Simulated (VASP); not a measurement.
Runs of VASP 6.6.1 on Hf2N. The structure is that of space group Pnnm (No. 58), or close to it. The cells are those of the table. 

```csv
cell,gap on the mesh (eV),pressure (GPa),largest force (eV/Å)
"a = 5.620, b = 5.252, c = 3.201 Å, 6 atoms",none,(a),0.40
"a = 5.252, b = 5.252, c = 3.201 Å, 6 atoms",none,-1.1,0.31
"a = 5.436, b = 5.252, c = 3.201 Å, 6 atoms",none,-8.0,0.23
"a = 5.068, b = 5.252, c = 3.201 Å, 6 atoms",none,(c),(b)
"a = 4.885, b = 5.252, c = 3.201 Å, 6 atoms",none,16.8,0.20
```

Alike in all rows: task single point; level LDA; potentials or basis VASP PAW LDA potentials, release 64 (Hf_pv, N); no spin polarisation; k mesh 8 × 8 × 12; cutoff (eV) 520; smearing gaussian 0.15 eV.

Task: Estimate the missing entries.

Result: (a) -12.7; (b) 0.14; (c) 7.1.

Caveats: spin-orbit coupling is left out, which moves the levels of the heavy elements.

A k mesh can miss the band edges, and the runs leave out spin-orbit coupling on Hf.

A gap of «none» marks levels without a gap at the run's occupations.
